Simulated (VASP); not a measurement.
Crystal: SbBr.

```
CELL_PARAMETERS angstrom
4.27591 0.00000 0.00000
0.00000 4.27591 0.00000
0.00000 0.00000 4.27591
ATOMIC_POSITIONS crystal
Sb 0.50000 0.50000 0.50000
Br 0.00000 0.00000 0.00000
```

The cell was generated, and may not be a known phase.

```yaml
Program: VASP 6.6.1
Task: relaxation of cell and atoms
Functional: PBE
Potentials_or_basis: VASP PAW PBE potentials, release 64 (Sb, Br)
Cutoff: 500 eV
k_mesh: 4 × 4 × 4
Occupations: gaussian, width 0.1 eV
Spin: no spin polarisation
```

At the start: pressure -6.6 GPa; volume 39.09 Å³/atom.

Task: Where does the relaxation end?

Result: Over 4 steps the energy falls by 380.6 meV/atom and the volume is 26.62 Å³/atom (-31.9 %); space group Pm-3m (No. 221, to 0.1 Å) before and after.

Step by step:
```csv
step,energy change (eV),largest force (eV/Å),pressure (GPa),volume (Å³)
1,0.0000,0.0000,-6.64,78.18
2,-0.6366,0.0000,-4.46,61.24
3,-0.7593,0.0000,-0.71,54.31
4,-0.7611,0.0000,0.20,53.23
```

Final structure:
```cif
data_structure
_symmetry_space_group_name_H-M 'P 1'
_symmetry_Int_Tables_number 1
_cell_length_a 3.7617
_cell_length_b 3.7617
_cell_length_c 3.7617
_cell_angle_alpha 90.000
_cell_angle_beta 90.000
_cell_angle_gamma 90.000
_cell_volume 53.23
loop_
_atom_site_label
_atom_site_type_symbol
_atom_site_fract_x
_atom_site_fract_y
_atom_site_fract_z
_atom_site_occupancy
Sb1 Sb 0.50000 0.50000 0.50000 1
Br1 Br 0.00000 0.00000 0.00000 1
```

Caveat: the k points lie up to 0.42 Å⁻¹ apart in the final cell, too coarse for converged energies and pressures of a metal; the volume moved by over 15 % at a fixed basis, so the end points are rough.
